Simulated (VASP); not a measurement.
# MgO (Fm-3m) in VASP: notebook, part 2 of 2

VASP 6.6.1.

### Step 3. Vibrations by perturbation theory, LDA

This run uses another cell than the first one, of 9.37 Å³/atom, 1.042 times its volume.

The input, INCAR:

```
SYSTEM = MgO
PREC = Accurate
ENCUT = 520
EDIFF = 1E-8
ISMEAR = 0
SIGMA = 0.01
LREAL = .FALSE.
LASPH = .TRUE.
NELM = 80
ALGO = Normal
ISIF = 2
LWAVE = .FALSE.
LCHARG = .TRUE.
IBRION = 8
NSW = 1
LEPSILON = .TRUE.
```

The input, KPOINTS:

```
Automatic mesh
0
G
  8 8 8
  0 0 0
```

The input, POSCAR:

```
MgO
1.0
    0.0000000000      2.1085000000      2.1085000000
    2.1085000000      0.0000000000      2.1085000000
    2.1085000000      2.1085000000      0.0000000000
Mg O
1 1
Direct
    0.0000000000      0.0000000000      0.0000000000
    0.5000000000      0.5000000000      0.5000000000
```

Potentials or basis: VASP PAW LDA potentials, release 64 (Mg, O).

Launch:

```console
cat potpaw_LDA.64/Mg/POTCAR potpaw_LDA.64/O/POTCAR > POTCAR
mpirun -np 1 vasp_std > vasp.out
```

OUTCAR:

```text
SYSTEM = MgO
   PREC = Accurate
   ENCUT = 520
   EDIFF = 1E-8
   ISMEAR = 0
   LREAL = .FALSE.
   LASPH = .TRUE.
   NELM = 80
   ISIF = 2
   IBRION = 8
   NSW = 1
   LEPSILON = .TRUE.

 ion  position               nearest neighbor table
   1  0.000  0.000  0.000-   2 2.11   2 2.11   2 2.11   2 2.11   2 2.11   2 2.11
   2  0.500  0.500  0.500-   1 2.11   1 2.11   1 2.11   1 2.11   1 2.11   1 2.11

  LATTYP: Found a face centered cubic cell.
 ALAT       =     4.2170000000

  Lattice vectors:

 A1 = (   0.0000000000,   2.1085000000,   2.1085000000)
 A2 = (   2.1085000000,   0.0000000000,   2.1085000000)
 A3 = (   2.1085000000,   2.1085000000,   0.0000000000)

Analysis of symmetry for initial positions (statically):
=====================================================================
 Subroutine PRICEL returns:
 Original cell was already a primitive cell.

 Routine SETGRP: Setting up the symmetry group for a
 face centered cubic supercell.

 Subroutine GETGRP returns: Found 48 space group operations
 (whereof 48 operations were pure point group operations)
 out of a pool of 48 trial point group operations.

The static configuration has the point symmetry O_h .

Analysis of symmetry for dynamics (positions and initial velocities):
=====================================================================
 Subroutine PRICEL returns:
 Original cell was already a primitive cell.

 Routine SETGRP: Setting up the symmetry group for a
 face centered cubic supercell.

 Subroutine GETGRP returns: Found 48 space group operations
 (whereof 48 operations were pure point group operations)
 out of a pool of 48 trial point group operations.

The dynamic configuration has the point symmetry O_h .

 Subroutine INISYM returns: Found 48 space group operations
 (whereof 48 operations are pure point group operations),
 and found     1 'primitive' translations

----------------------------------------------------------------------------------------

                                     Primitive cell

  volume of cell :      18.7478

  direct lattice vectors                    reciprocal lattice vectors
     0.000000000  2.108500000  2.108500000    -0.237135404  0.237135404  0.237135404
     2.108500000  0.000000000  2.108500000     0.237135404 -0.237135404  0.237135404
     2.108500000  2.108500000  0.000000000     0.237135404  0.237135404 -0.237135404

  length of vectors
     2.981869296  2.981869296  2.981869296     0.410730569  0.410730569  0.410730569

  position of ions in fractional coordinates (direct lattice)
     0.000000000  0.000000000  0.000000000
     0.500000000  0.500000000  0.500000000

  ion indices of the primitive-cell ions
[... 453 lines left out ...]
    -0.00011  0.00000  0.00000
     0.00000 -0.00011  0.00000
     0.00000  0.00000 -0.00018

--------------------------------------- Ionic step        4  -------------------------------------------

------------------------ aborting loop because EDIFF is reached ----------------------------------------

[... ionic steps 5 to 6 ...]

--------------------------------------- Ionic step        7  -------------------------------------------

 Free energy of the ion-electron system (eV)
  ---------------------------------------------------
  ---------------------------------------------------
  free energy    TOTEN  =        -0.35255181 eV

  energy without entropy =       -0.35255181

------------------------ aborting loop because EDIFF is reached ----------------------------------------

 INTERNAL STRAIN TENSOR  FOR ION    2  DIRECTION 1   (eV/Angst):
 -----------------------------------------------------------------------------
    -0.00553  0.00000  0.00000
    -0.00000  0.00719 -0.00000
     0.00000 -0.00000  0.00719

 MACROSCOPIC STATIC DIELECTRIC TENSOR (including local field effects in DFT)
 ------------------------------------------------------
           3.156718    -0.000000    -0.000000
           0.000000     3.156718    -0.000000
          -0.000000     0.000000     3.156718
 ------------------------------------------------------

 PIEZOELECTRIC TENSOR (including local field effects)  for field in x, y, z        (e  Angst)
          XX          YY          ZZ          XY          YZ          ZX
  --------------------------------------------------------------------------------
  x     0.00000     0.00000     0.00000     0.00000     0.00000     0.00000
  y     0.00000     0.00000     0.00000     0.00000     0.00000     0.00000
  z     0.00000     0.00000     0.00000     0.00000     0.00000     0.00000

 PIEZOELECTRIC TENSOR (including local field effects)  for field in x, y, z        (C/m^2)
          XX          YY          ZZ          XY          YZ          ZX
  --------------------------------------------------------------------------------
  x     0.00000     0.00000     0.00000     0.00000     0.00000     0.00000
  y     0.00000     0.00000     0.00000     0.00000     0.00000     0.00000
  z     0.00000     0.00000     0.00000     0.00000     0.00000     0.00000

 BORN EFFECTIVE CHARGES (including local field effects) (in |e|, cummulative output)
 ---------------------------------------------------------------------------------
 ion    1
    1     1.97021     0.00000     0.00000
    2    -0.00000     1.97021     0.00000
    3     0.00000     0.00000     1.97021
 ion    2
    1    -1.97021    -0.00000     0.00000
    2     0.00000    -1.97021     0.00000
    3     0.00000     0.00000    -1.97021

 INTERNAL STRAIN TENSOR FOR ION    2 for displacements in x,y,z  (eV/Angst):
          X           Y           Z          XY          YZ          ZX
  --------------------------------------------------------------------------------
  x     0.00000     0.00000     0.00000     0.00000     0.00000     0.00000
  y     0.00000     0.00000     0.00000     0.00000     0.00000     0.00000
  z     0.00000     0.00000     0.00000     0.00000     0.00000     0.00000

 SECOND DERIVATIVES (NOT SYMMETRIZED)
 ------------------------------------
               1X          1Y          1Z          2X          2Y          2Z
  1X    -4.973524    0.000000    0.000000    4.973524    0.000000    0.000000
  1Y     0.000000   -4.973524    0.000000    0.000000    4.973524    0.000000
  1Z     0.000000    0.000000   -4.973524    0.000000    0.000000    4.973524
  2X     4.998317    0.000000    0.000000   -4.998317    0.000000    0.000000
  2Y     0.000000    4.998317    0.000000    0.000000   -4.998317    0.000000
  2Z     0.000000    0.000000    4.998317    0.000000    0.000000   -4.998317

 Eigenvectors and eigenvalues of the dynamical matrix
 ----------------------------------------------------

   1 f  =   11.241043 THz    70.629554 2PiTHz  374.960822 cm-1    46.489196 meV
             X         Y         Z           dx          dy          dz
      0.000000  0.000000  0.000000     0.629113   -0.000000    0.000000
      2.108500  2.108500  2.108500    -0.777314    0.000000    0.000000
[... 21 lines left out ...]
   6 f/i=    0.013668 THz     0.085877 2PiTHz    0.455908 cm-1     0.056525 meV
             X         Y         Z           dx          dy          dz
      0.000000  0.000000  0.000000     0.000000    0.000000    0.777314
      2.108500  2.108500  2.108500     0.000000    0.000000    0.629113

--------------------------------------------------------------------------------------------------------

 MACROSCOPIC STATIC DIELECTRIC TENSOR IONIC CONTRIBUTION
 ------------------------------------------------------
           7.514384    -0.000000     0.000000
          -0.000000     7.514384     0.000000
           0.000000     0.000000     7.514384
 ------------------------------------------------------

 ELASTIC MODULI CONTR FROM IONIC RELAXATION (kBar)
 Direction    XX          YY          ZZ          XY          YZ          ZX
 --------------------------------------------------------------------------------
 XX           0.0000      0.0000      0.0000      0.0000      0.0000      0.0000
 YY           0.0000      0.0000      0.0000      0.0000      0.0000      0.0000
 ZZ           0.0000      0.0000      0.0000      0.0000      0.0000      0.0000
 XY           0.0000      0.0000      0.0000      0.0000      0.0000      0.0000
 YZ           0.0000      0.0000      0.0000      0.0000      0.0000      0.0000
 ZX           0.0000      0.0000      0.0000      0.0000      0.0000      0.0000
 --------------------------------------------------------------------------------

 PIEZOELECTRIC TENSOR IONIC CONTR  for field in x, y, z        (C/m^2)
          XX          YY          ZZ          XY          YZ          ZX
  --------------------------------------------------------------------------------
  x     0.00000     0.00000     0.00000     0.00000     0.00000     0.00000
  y     0.00000     0.00000     0.00000     0.00000     0.00000     0.00000
  z     0.00000     0.00000     0.00000     0.00000     0.00000     0.00000
```

OSZICAR:

```text
N       E                     dE             d eps       ncg     rms          rms(c)
DAV:   1     0.159940946049E+02    0.15994E+02   -0.47238E+03   496   0.876E+02
DAV:   2    -0.145504772377E+02   -0.30545E+02   -0.29557E+02   568   0.146E+02
DAV:   3    -0.149905667662E+02   -0.44009E+00   -0.44009E+00   560   0.212E+01
DAV:   4    -0.149912180531E+02   -0.65129E-03   -0.65129E-03   640   0.801E-01
DAV:   5    -0.149912182399E+02   -0.18687E-06   -0.18687E-06   600   0.116E-02    0.704E+00
[... 123 lines left out ...]
RMM:   7    -0.352551759328E+00    0.43120E-05   -0.14400E-09  1535   0.426E-04    0.533E-05
RMM:   8    -0.352551776048E+00   -0.16720E-07   -0.46117E-11  1539   0.721E-05    0.151E-05
RMM:   9    -0.352551790216E+00   -0.14169E-07    0.87760E-12  1577   0.179E-05    0.287E-06
RMM:  10    -0.352551810336E+00   -0.20119E-07    0.21815E-11  1327   0.496E-06    0.482E-07
RMM:  11    -0.352551814040E+00   -0.37044E-08   -0.18636E-10   891   0.334E-06    0.579E-08
 Linear response finished
```

stdout:

```text
POSCAR found type information on POSCAR MgO
 POSCAR found :  2 types and       2 ions
 scaLAPACK will be used
 LDA part: xc-table for (Slater(with rela. corr.)+CA(PZ))
 , standard interpolation
 POSCAR, INCAR and KPOINTS ok, starting setup
 FFT: planning ... GRIDC
 FFT: planning ... GRID_SOFT
 FFT: planning ... GRID
[... 24 lines left out ...]
 Linear response to external field, progress :
  Direction:   3
 dielectric tensor                  component  3 :     0.050     0.240     3.157
 Linear response DOF=           2
 Linear response progress:
 first order change of Fermi-energy   0.44846E-04
 force on displaced ion       1 direction 1 :  -4.974   0.000   0.000
 Born effective charge ion    1 direction 1 :   1.970   0.000   0.000
 Linear response progress:
 first order change of Fermi-energy   0.10737E-02
 force on displaced ion       2 direction 1 :  -4.998   0.000   0.000
 Born effective charge ion    2 direction 1 :  -1.971   0.000   0.000
 Born effective charges drift removed
 Linear response finished
```

Wall time 1.7 min (1 thread of AMD EPYC 7R13, shared host); peak memory 0.13 GiB.

What came out:

* Electronic dielectric tensor (diagonal): 3.16
* Born charges (mean of the diagonal): Mg +1.97; O -1.97 e
* Highest phonon frequency at Γ, LO-TO splitting left out: 375 cm⁻¹

Phonon frequencies in cm⁻¹ (negative: imaginary):
| q point | frequencies |
| --- | --- |
| (0.000, 0.000, 0.000) | 0 0 0 375 375 375 |

Electronic dielectric tensor:
```
3.16 0.00 0.00
0.00 3.16 0.00
0.00 0.00 3.16
```

Born effective charge tensors (e):
atom 1, Mg
```
1.97 0.00 0.00
0.00 1.97 0.00
0.00 0.00 1.97
```
atom 2, O
```
-1.97  0.00  0.00
 0.00 -1.97  0.00
 0.00  0.00 -1.97
```

Caveat: the cell wasn't relaxed at this level first, which shifts response properties.
